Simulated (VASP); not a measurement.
# GaSbTe4 (P-6m2) in VASP: a series of runs

GaSbTe4 is run at these levels: PBE; tasks: single point.

All numbers are computed with VASP 6.6.1; they aren't measurements. Logs are shortened: lines on timing, memory, paths and dates and some standing lists are left out, and cuts for length are marked.

### 1 The cell of the first run

It takes space group P-6m2 (No. 187, hexagonal). The conventional cell has a = 6.576 Å, b = 6.576 Å, c = 4.903 Å, α = 90.00°, β = 90.00°, γ = 120.00°. Ga (site symmetry -6m2) has 15 Te at 3.80 to 4.10 Å and 3 Sb at 3.80 Å and 2 Ga at 4.90 Å within 5.0 Å. Within 4.1 Å of Sb (site symmetry -6m2) lie 9 Te at 3.12 to 3.80 Å and 3 Ga at 3.80 Å. Te (site symmetry -6m2) has 6 Te at 3.08 Å and 3 Ga at 3.80 Å and 3 Sb at 3.80 Å within 4.1 Å. Within 4.1 Å of Te (site symmetry mm2) lie 6 Te at 3.08 to 3.35 Å and 2 Sb at 3.12 Å.

### 2 Single point, PBE

INCAR

```
SYSTEM = GaSbTe4
ALGO = Normal ; EDIFF = 1E-6
ENCUT = 520 ; GGA = PE
ISIF = 2 ; ISMEAR = 0
LASPH = .True. ; LCHARG = .False.
LREAL = .False. ; LWAVE = .False.
NBANDS = 30 ; NELM = 80
PREC = Accurate ; SIGMA = 0.1
```

KPOINTS

```
k-points
0
Gamma
  3 3 4
  0 0 0
```

POSCAR

```
GaSbTe4
1.0
    6.5755502500      0.0000000000      0.0000000000
   -3.2877751200      5.6945935600      0.0000000000
    0.0000000000      0.0000000000      4.9033557800
Ga Sb Te
1 1 4
Direct
    0.0000000000      0.0000000000      0.0000000000
    0.3333333300      0.6666666700      0.0000000000
    0.6666666700      0.3333333300      0.0000000000
    0.9935383200      0.4967691600      0.5000000000
    0.5032308400      0.4967691600      0.5000000000
    0.5032308400      0.0064616800      0.5000000000
```

Potentials or basis: VASP PAW PBE potentials, release 64 (Ga_d, Sb, Te).

The run is started by

```bash
cat potpaw_PBE.64/Ga_d/POTCAR potpaw_PBE.64/Sb/POTCAR potpaw_PBE.64/Te/POTCAR > POTCAR
mpirun -np 1 vasp_std > vasp.out
```

OUTCAR:

```text
SYSTEM = GaSbTe4
   EDIFF = 1E-6
   ENCUT = 520
   GGA = PE
   ISIF = 2
   ISMEAR = 0
   LASPH = .True.
   LREAL = .False.
   NELM = 80
   PREC = Accurate

 ion  position               nearest neighbor table
   1  0.000  0.000  0.000-
   2  0.333  0.667  0.000-   6 3.12   6 3.12   4 3.12   4 3.12   5 3.12   5 3.12
   3  0.667  0.333  0.000-   6 3.08   6 3.08   4 3.08   4 3.08   5 3.08   5 3.08
   4  0.994  0.497  0.500-   3 3.08   3 3.08   2 3.12   2 3.12   5 3.22   6 3.22   5 3.35   6 3.35

   5  0.503  0.497  0.500-   3 3.08   3 3.08   2 3.12   2 3.12   6 3.22   4 3.22   6 3.35   4 3.35

   6  0.503  0.006  0.500-   3 3.08   3 3.08   2 3.12   2 3.12   5 3.22   4 3.22   5 3.35   4 3.35

  LATTYP: Found a hexagonal cell.
 ALAT       =     6.5755502500
 C/A-ratio  =     0.7456951272

  Lattice vectors:

 A1 = (   6.5755502500,   0.0000000000,   0.0000000000)
 A2 = (  -3.2877751200,   5.6945935600,   0.0000000000)
 A3 = (   0.0000000000,   0.0000000000,   4.9033557800)

Analysis of symmetry for initial positions (statically):
=====================================================================
 Subroutine PRICEL returns:
 Original cell was already a primitive cell.

 Routine SETGRP: Setting up the symmetry group for a
 hexagonal supercell.

 Subroutine GETGRP returns: Found 12 space group operations
 (whereof 12 operations were pure point group operations)
 out of a pool of 24 trial point group operations.

The static configuration has the point symmetry D_3h.

Analysis of symmetry for dynamics (positions and initial velocities):
=====================================================================
 Subroutine PRICEL returns:
 Original cell was already a primitive cell.

 Routine SETGRP: Setting up the symmetry group for a
 hexagonal supercell.

 Subroutine GETGRP returns: Found 12 space group operations
 (whereof 12 operations were pure point group operations)
 out of a pool of 24 trial point group operations.

The dynamic configuration has the point symmetry D_3h.

 Subroutine INISYM returns: Found 12 space group operations
 (whereof 12 operations are pure point group operations),
 and found     1 'primitive' translations

----------------------------------------------------------------------------------------

                                     Primitive cell

  volume of cell :     183.6066

  direct lattice vectors                    reciprocal lattice vectors
     6.575550250  0.000000000  0.000000000     0.152078528  0.087802579  0.000000000
    -3.287775120  5.694593560  0.000000000     0.000000000  0.175605158  0.000000000
     0.000000000  0.000000000  4.903355780     0.000000000  0.000000000  0.203941962

  length of vectors
     6.575550250  6.575550247  4.903355780     0.175605158  0.175605158  0.203941962

  position of ions in fractional coordinates (direct lattice)
     0.000000000  0.000000000  0.000000000
     0.333333330  0.666666670  0.000000000
     0.666666670  0.333333330  0.000000000
     0.993538320  0.496769160  0.500000000
     0.503230840  0.496769160  0.500000000
     0.503230840  0.006461680  0.500000000

  ion indices of the primitive-cell ions
   primitive index   ion index
                 1           1
                 2           2
                 3           3
                 4           4
                 5           5
                 6           6

----------------------------------------------------------------------------------------

 KPOINTS: k-points

Automatic generation of k-mesh.
 Grid dimensions read from file:
 generate k-points for:    3    3    4

 Generating k-lattice:

  Cartesian coordinates                     Fractional coordinates (reciprocal lattice)
     0.050692843  0.029267526  0.000000000     0.333333333  0.000000000  0.000000000
     0.000000000  0.058535053  0.000000000     0.000000000  0.333333333  0.000000000
     0.000000000  0.000000000  0.050985491     0.000000000  0.000000000  0.250000000

  Length of vectors
     0.058535053  0.058535053  0.050985491

  Shift w.r.t. Gamma in fractional coordinates (k-lattice)
     0.000000000  0.000000000  0.000000000

 Subroutine IBZKPT returns following result:
 ===========================================

 Found      9 irreducible k-points:

 Following reciprocal coordinates:
            Coordinates               Weight
  0.000000  0.000000  0.000000      1.000000
  0.333333  0.000000  0.000000      6.000000
  0.333333  0.333333  0.000000      2.000000
  0.000000  0.000000  0.250000      2.000000
  0.333333  0.000000  0.250000     12.000000
  0.333333  0.333333  0.250000      4.000000
  0.000000  0.000000  0.500000      1.000000
  0.333333  0.000000  0.500000      6.000000
  0.333333  0.333333  0.500000      2.000000
   k-points           NKPTS =      9   k-points in BZ     NKDIM =      9   number of bands    NBANDS=     30
   number of dos      NEDOS =    301   number of ions     NIONS =      6
   total plane-waves  NPLWV =  90000
   dimension x,y,z NGX =    50 NGY =   50 NGZ =   36
   dimension x,y,z NGXF=   100 NGYF=  100 NGZF=   72
   ions per type =               1   1   4
   NGX,Y,Z   is equivalent  to a cutoff of  12.64, 12.64, 12.21 a.u.
   NGXF,Y,Z  is equivalent  to a cutoff of  25.28, 25.28, 24.41 a.u.
 SYSTEM =  GaSbTe4
   PREC   = accura    normal or accurate (medium, high low for compatibility)
   ISTART =      0    job   : 0-new  1-cont  2-samecut
   ICHARG =      2    charge: 1-file 2-atom 10-const
   ISPIN  =      1    spin polarized calculation?
   LNONCOLLINEAR =      F non collinear calculations
   LSORBIT =      F    spin-orbit coupling
   LASPH  =      T    aspherical Exc in radial PAW
   ENCUT  =  520.0 eV  38.22 Ry    6.18 a.u.  12.23 12.23  9.12*2*pi/ulx,y,z
   NELM   =     80;   NELMIN=  2; NELMDL= -5     # of ELM steps
   EDIFF  = 0.1E-05   stopping-criterion for ELM
   LREAL  =      F    real-space projection
   EDIFFG = 0.1E-04   stopping-criterion for IOM
   NSW    =      0    number of steps for IOM
   IBRION =     -1    ionic relax: 0-MD 1-quasi-New 2-CG
   NFREE  =      0    steps in history (QN), initial steepest desc. (CG)
   ISIF   =      2    stress and relaxation
   ISYM   =      2    0-nonsym 1-usesym 2-fastsym
   POTIM  = 0.5000    time-step for ionic-motion
   TEBEG  =    0.0;   TEEND  =   0.0 temperature during run
   PSTRESS=    0.0 pullay stress
   NELECT =      42.0000    total number of electrons
   NUPDOWN=      -1.0000    fix difference up-down
   EMIN   =  10.00;   EMAX   =-10.00  energy-range for DOS
   EFERMI =   0.00;   METHOD = LEGACY
   ISMEAR =     0;   SIGMA  =   0.10  broadening in eV -4-tet -1-fermi 0-gaus
   EFERMI_NEDOS =   21; number of points for ismear=-14 and -15
   IALGO  =     38    algorithm
   IMIX   =      4    mixing-type and parameters
     AMIX     =   0.40;   BMIX     =  1.00
     AMIX_MAG =   1.60;   BMIX_MAG =  1.00
  volume/ion in A,a.u.               =      30.60       206.51
  Fermi-wavevector in a.u.,A,eV,Ry     =   1.001218  1.892027 13.638982  1.002437
  Thomas-Fermi vector in A             =   2.133625
   LORBIT       =      0    0 simple, 1 ext, 2 COOP (PROOUT), +10 PAW based schemes
   GGA     = PE    functional components
   LHFCALC =     F    Hartree Fock is set to
   AEXX    =    0.0000 exact exchange contribution
   IVDW    =     0    specifies the selected vdW correction
   LEPSILON=     F    determine dielectric tensor
   LRPA    =     F    only Hartree local field effects (RPA)
 non-spin polarized calculation
 Gauss-broadening in eV      SIGMA  =   0.10
  energy-cutoff  :      520.00
  volume of cell :      183.61
 maximum number of plane-waves:      4968
 NGX is ok and might be reduce to    50
   NGX = 25   NGY = 25   NGZ = 19

 number of electron      42.0000010 magnetization

 Free energy of the ion-electron system (eV)
  ---------------------------------------------------
  ext. energy  EPLUGINS =         0.00000000
  ---------------------------------------------------
  free energy    TOTEN  =       -17.35982470 eV

  energy without entropy =      -17.32480469  energy(sigma->0) =      -17.34231469

 E-fermi :   6.3186     XC(G=0):  -9.3845

 val. band max:        6.2745177962   @ k =   0.3333   0.0000   0.2500
 cond. band min:       6.4292944459   @ k =   0.3333   0.0000   0.0000
 fundamental gap:      0.1547766496
 Fermi energy:         6.3186018228

 k-point     1 :       0.0000    0.0000    0.0000
  band No.  band energies     occupation
      1      -9.2699      2.00000
      2      -9.2572      2.00000
      3      -9.2572      2.00000
      4      -9.2279      2.00000
      5      -9.2279      2.00000
      6      -7.6818      2.00000
[... 22 lines left out ...]
     29      10.6199      0.00000
     30      10.9581      0.00000

 k-point     2 :       0.3333    0.0000    0.0000
  band No.  band energies     occupation
      1      -9.2695      2.00000
      2      -9.2573      2.00000
      3      -9.2573      2.00000
      4      -9.2283      2.00000
      5      -9.2276      2.00000
      6      -7.3942      2.00000
[... 22 lines left out ...]
     29       9.9880      0.00000
     30      11.6018      0.00000

 k-point     3 :       0.3333    0.3333    0.0000
  band No.  band energies     occupation
      1      -9.2694      2.00000
      2      -9.2573      2.00000
      3      -9.2573      2.00000
      4      -9.2281      2.00000
      5      -9.2278      2.00000
      6      -7.1387      2.00000
[... 22 lines left out ...]
     29       9.1883      0.00000
     30      12.0945      0.00000

 k-point     4 :       0.0000    0.0000    0.2500
  band No.  band energies     occupation
      1      -9.2689      2.00000
      2      -9.2576      2.00000
      3      -9.2576      2.00000
      4      -9.2278      2.00000
      5      -9.2278      2.00000
      6      -7.3396      2.00000
[... 22 lines left out ...]
     29       9.9814      0.00000
     30      11.0683      0.00000

 k-point     5 :       0.3333    0.0000    0.2500
  band No.  band energies     occupation
      1      -9.2686      2.00000
      2      -9.2578      2.00000
      3      -9.2577      2.00000
      4      -9.2281      2.00000
      5      -9.2275      2.00000
      6      -7.0469      2.00000
[... 22 lines left out ...]
     29      10.1375      0.00000
     30      11.5727      0.00000

 k-point     6 :       0.3333    0.3333    0.2500
  band No.  band energies     occupation
      1      -9.2684      2.00000
      2      -9.2578      2.00000
      3      -9.2578      2.00000
      4      -9.2279      2.00000
      5      -9.2277      2.00000
      6      -6.7796      2.00000
[... 22 lines left out ...]
     29       9.8325      0.00000
     30      11.8224      0.00000

 k-point     7 :       0.0000    0.0000    0.5000
  band No.  band energies     occupation
      1      -9.2679      2.00000
      2      -9.2580      2.00000
      3      -9.2580      2.00000
      4      -9.2277      2.00000
      5      -9.2277      2.00000
      6      -6.6924      2.00000
[... 22 lines left out ...]
     29       9.6848      0.00000
     30      12.4604      0.00000

 k-point     8 :       0.3333    0.0000    0.5000
  band No.  band energies     occupation
      1      -9.2677      2.00000
      2      -9.2584      2.00000
      3      -9.2580      2.00000
      4      -9.2279      2.00000
      5      -9.2275      2.00000
      6      -6.3588      2.00000
[... 22 lines left out ...]
     29      10.1006      0.00000
     30      12.1469      0.00000

 k-point     9 :       0.3333    0.3333    0.5000
  band No.  band energies     occupation
      1      -9.2675      2.00000
      2      -9.2583      2.00000
      3      -9.2583      2.00000
      4      -9.2278      2.00000
      5      -9.2276      2.00000
      6      -5.9672      2.00000
[... 22 lines left out ...]
     29       9.1807      0.00000
     30      11.7266      0.00000

------------------------ aborting loop because EDIFF is reached ----------------------------------------

  FORCE on cell =-STRESS in cart. coord.  units (eV):
  Direction    XX          YY          ZZ          XY          YZ          ZX
  --------------------------------------------------------------------------------------
  -------------------------------------------------------------------------------------
  Total        4.2742170      4.2742170      5.0201382      0.0000000      0.0000000      0.0000000
  in kB       37.2974304     37.2974304     43.8064455      0.0000000      0.0000000      0.0000000
  external PRESSURE =      39.4671021 kB  Pullay stress =       0.0000000 kB

 VOLUME and BASIS-vectors are now :
 -----------------------------------------------------------------------------
  energy-cutoff  :      520.00
  volume of cell :      183.61
      direct lattice vectors                 reciprocal lattice vectors
     6.575550250  0.000000000  0.000000000     0.152078528  0.087802579  0.000000000
    -3.287775120  5.694593560  0.000000000     0.000000000  0.175605158  0.000000000
     0.000000000  0.000000000  4.903355780     0.000000000  0.000000000  0.203941962

 POSITION                                       TOTAL-FORCE (eV/Angst)
 -----------------------------------------------------------------------------------
      0.00000      0.00000      0.00000        -0.000000      0.000000     -0.000000
     -0.00000      3.79640      0.00000        -0.000000      0.000000     -0.000000
      3.28778      1.89820      0.00000        -0.000000      0.000000     -0.000000
      4.89980      2.82890      2.45168         0.660997      0.381627      0.000000
      1.67575      2.82890      2.45168        -0.660997      0.381627      0.000000
      3.28778      0.03680      2.45168        -0.000000     -0.763254     -0.000000
 -----------------------------------------------------------------------------------
    total drift:                               -0.000005      0.000003     -0.000000

  FREE ENERGIE OF THE ION-ELECTRON SYSTEM (eV)
  ---------------------------------------------------
  free  energy   TOTEN  =       -17.3598247002 eV

  energy  without entropy=      -17.3248046864  energy(sigma->0) =      -17.34231469
```

It took 37 s on 1 thread of Intel Xeon 6975P-C (Granite Rapids), shared host; peak memory 0.3 GiB.

Results:

- Free energy: -17.3598 eV
- Pressure: 3.9 GPa
- Largest force: 0.763 eV/Å
- Band gap on the k mesh: zero (band 21 reaches 7.15 eV, above the bottom of band 22 at 5.81 eV)

Forces on the atoms (eV/Å):
```
Ga   0.000  0.000  0.000
Sb   0.000  0.000  0.000
Te   0.000  0.000  0.000
Te   0.661  0.382  0.000
Te  -0.661  0.382  0.000
Te   0.000 -0.763  0.000
```

Stress tensor (GPa, compression positive):
```
3.73 0.00 0.00
0.00 3.73 0.00
0.00 0.00 4.38
```

Caveat: the k points lie up to 0.37 Å⁻¹ apart; spin-orbit coupling is left out, which moves the levels of the heavy elements.

### 3 Single point, PBE

This run uses another cell than the first one, of 33.61 Å³/atom, 1.098 times its volume.

INCAR

```
SYSTEM = GaSbTe4
PREC = Accurate ; ENCUT = 520
EDIFF = 1E-6 ; ISMEAR = 0
SIGMA = 0.1 ; LREAL = .False.
LASPH = .True. ; NELM = 80
ALGO = Normal ; ISIF = 2
LWAVE = .False. ; LCHARG = .True.
GGA = PE ; LELF = .True.
LVHAR = .True. ; NBANDS = 30
```

KPOINTS

```
Automatic mesh
0
Gamma
  3 3 4
  0 0 0
```

POSCAR

```
GaSbTe4
1.0
    6.8204255748     -0.0000000030      0.0000000000
   -3.4102127848      5.9066618139      0.0000000000
    0.0000000000      0.0000000000      5.0060831423
Ga Sb Te
1 1 4
Direct
    0.0000000000      0.0000000000      0.0000000000
    0.3333333333      0.6666666667      0.0000000000
    0.6666666667      0.3333333333      0.0000000000
    1.0037904805      0.5018952402      0.5000000000
    0.4981047598      0.5018952402      0.5000000000
    0.4981047598     -0.0037904805      0.5000000000
```

Potentials or basis: VASP PAW PBE potentials, release 64 (Ga_d, Sb, Te).

The run is started by

```bash
cat potpaw_PBE.64/Ga_d/POTCAR potpaw_PBE.64/Sb/POTCAR potpaw_PBE.64/Te/POTCAR > POTCAR
mpirun -np 1 vasp_std > vasp.out
```

It took 34 s on 1 thread of Intel Xeon 6975P-C (Granite Rapids), shared host; peak memory 0.35 GiB.

The run converged. Its results:

```
Free energy            : -17.6155 eV
Pressure               : 0.0 GPa
Band gap on the k mesh : zero (band 21 reaches 6.19 eV, above the bottom of band 22 at 4.92 eV)
```

Levels at points of the mesh, in eV from the Fermi level:
| k point | band 17 | band 18 | band 19 | band 20 | band 21 | band 22 | band 23 | band 24 | band 25 | band 26 |
| --- | --- | --- | --- | --- | --- | --- | --- | --- | --- | --- |
| (0.00, 0.00, 0.00) | -1.70 | -1.70 | -1.59 | -1.59 | 0.18 | 0.18 | 0.83 | 0.96 | 0.96 | 2.01 |
| (0.00, 0.00, 0.50) | -1.59 | -1.59 | -0.21 | -0.19 | 0.52 | 0.94 | 1.33 | 1.33 | 2.27 | 2.27 |

Caveat: spin-orbit coupling is left out, which moves the levels of the heavy elements.
